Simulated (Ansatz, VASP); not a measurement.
This is a calculation of MgO for VASP 6.6.1.

File INCAR:

```
SYSTEM = MgO
  ALGO = Normal
  EDIFF = 1E-6
  ENCUT = 520
  ISIF = 2
  ISMEAR = -1
  LASPH = .TRUE.
  LCHARG = .FALSE.
  LREAL = .FALSE.
  LWAVE = .FALSE.
  NBANDS = 11
  NELM = 80
  PREC = Accurate
  SIGMA = 0.05
```

The input KPOINTS:

```
k-points
0
G
  10 10 10
  0 0 0
```

POSCAR

```
MgO
1.0
    2.8983130506      0.0000000000      0.0000000000
   -1.4491565253      2.5100127300      0.0000000000
    0.0000000000      0.0000000000      2.6434636685
Mg O
1 1
Direct
    0.0000000000      0.0000000000      0.0000000000
    0.3333333333      0.6666666667      0.5000000000
```

Potentials or basis: VASP PAW LDA potentials, release 64 (Mg, O).

Command:

```console
$ cat potpaw_LDA.64/Mg/POTCAR potpaw_LDA.64/O/POTCAR > POTCAR
$ mpirun -np 1 vasp_std > vasp.out
```

**Question.** Translate it to Ansatz 0.2.0. Potentials there: all-electron LAPW, scalar-relativistic.

**Answer.** As run (the cutoff follows the program's own potentials):

The input input.yaml:

```yaml
crystal:
  lattice:
    - [2.8983130506, 0.0, 0.0]
    - [-1.4491565253, 2.51001273, 0.0]
    - [0.0, 0.0, 2.6434636685]
  atoms:
    - { symbol: Mg, position: [0.0, 0.0, 0.0] }
    - { symbol: O, position: [0.3333333333, 0.6666666667, 0.5] }
kpoints:
  mp_grid: { grid: [10, 10, 10] }
scf:
  occupations: { method: fermi_dirac, width: 0.05 }
hamiltonian:
  xc: lda
  pseudopotentials: { kind: all_electron, lapw: { basis_error: 0.001 } }
output:
  forces: true
  stress: true
  eigenvalues: true
```

Potentials or basis: all-electron LAPW, scalar-relativistic.

Run with:

```console
$ ansatz run input.yaml --threads 1 --pin off --max-ram 3072MiB --backend cpu --events-out ev --progress --plain --runs-dir out
```

Both were run:

|  | VASP | Ansatz | Ansatz less VASP |
| --- | --- | --- | --- |
| gap on the k mesh at the Fermi level (eV) | 3.26 | 3.26 | +0.002 |
| least direct gap on the mesh (eV) | 3.67 | 3.67 | -0.002 |
| pressure (GPa) | -5.7 | -3.8 | +1.87 |
| traceless stress, the component that is largest in VASP (GPa) | -0.17 | 0.11 | +0.279 |

LDA's correlation is that of Perdew and Zunger in VASP and of Perdew and Wang (1992) in Ansatz. Ansatz ran all-electron here, and VASP with PAW potentials.
